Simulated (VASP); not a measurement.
Here is a VASP 6.6.1 calculation.

Contents of INCAR:

```
PREC = Accurate
ENCUT = 520
EDIFF = 1E-6
ISMEAR = -1
SIGMA = 0.1
LREAL = False
LASPH = True
NELM = 80
ALGO = Normal
ISIF = 2
LWAVE = False
LCHARG = True
LELF = True
LVHAR = True
NBANDS = 12
```

KPOINTS

```
regular mesh
0
Gamma
  7 7 7
```

The input POSCAR:

```
Ag
1.0
    0.0000000000      1.9996579419      1.9996579419
    1.9996579419      0.0000000000      1.9996579419
    1.9996579419      1.9996579419      0.0000000000
Ag
1
Direct
    0.0000000000      0.0000000000      0.0000000000
```

Potentials or basis: VASP PAW LDA potentials, release 64 (Ag).

Launch:

```sh
$ cat potpaw_LDA.64/Ag/POTCAR > POTCAR
$ mpirun -np 1 vasp_std > vasp.out
```

(1) Estimate the pressure.

## Answers

(1) 0.0 GPa.

Caveat: the k points lie up to 0.39 Å⁻¹ apart.
